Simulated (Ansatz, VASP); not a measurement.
# One calculation of BAs, two programs

Contents of INCAR:

```
SYSTEM = BAs
PREC = Accurate
ENCUT = 520
EDIFF = 1E-6
ISMEAR = -1
SIGMA = 0.02
LREAL = .False.
LASPH = .True.
NELM = 100
ALGO = Normal
ISIF = 2
LWAVE = .False.
LCHARG = .False.
GGA = PE
NBANDS = 11
```

File KPOINTS:

```
Automatic mesh
0
Gamma
  10 10 10
  0 0 0
```

POSCAR

```
BAs
1.0
    0.0000000000      2.3918677353      2.3918677353
    2.3918677353      0.0000000000      2.3918677353
    2.3918677353      2.3918677353      0.0000000000
B As
1 1
Direct
    0.0000000000      0.0000000000      0.0000000000
    0.2500000000      0.2500000000      0.2500000000
```

Input for Ansatz:

```yaml
crystal:
  lattice:
    - [0.0, 2.3918677353, 2.3918677353]
    - [2.3918677353, 0.0, 2.3918677353]
    - [2.3918677353, 2.3918677353, 0.0]
  atoms:
    - { symbol: B, position: [0.0, 0.0, 0.0] }
    - { symbol: As, position: [0.25, 0.25, 0.25] }
kpoints:
  mp_grid: { grid: [10, 10, 10] }
  band_path:
    path:
      - [[0.0, 0.0, 0.0], [-0.5, -0.5, -7.88207317783e-34], [-0.375, -0.375, 0.25]]
      - [[-0.375, 3.015785586984e-17, 0.375], [0.0, 0.0, 0.0], [6.017337018585e-18, 6.017337018585e-18, 0.5], [-0.5, -0.25, 0.25], [-0.5, -0.5, -7.88207317783e-34]]
    npoints: 10
hamiltonian:
  xc: pbe
scf:
  occupations: { method: fermi_dirac, width: 0.02 }
  n_extra_bands: 4
output:
  forces: true
  stress: true
  eigenvalues: true
```

Alike in both runs: task single point; functional PBE; k mesh 10 × 10 × 10; occupations fermi-dirac, width 0.02 eV; no spin polarisation.

|  | VASP | Ansatz |
| --- | --- | --- |
| version | VASP 6.6.1 | Ansatz 0.2.0 |
| potentials or method | VASP PAW PBE potentials, release 64 (B, As) | plane waves, PAW |
| plane-wave cutoff (eV) | 520 | 420 |
| valence electrons in the cell | 8 | 18 |

Ansatz gave:

```
gap on the k mesh at the Fermi level (eV) : 1.19
pressure (GPa)                            : 2.2
```

Q: Estimate VASP's values.

A: gap on the k mesh at the Fermi level (eV): 1.18; pressure (GPa): 2.8.

The functional is the same, so the differences come from potentials, cutoffs and numerics. VASP's potentials hold 8 valence electrons a cell and Ansatz's 18, so a difference there can come from the potentials and not from the codes.
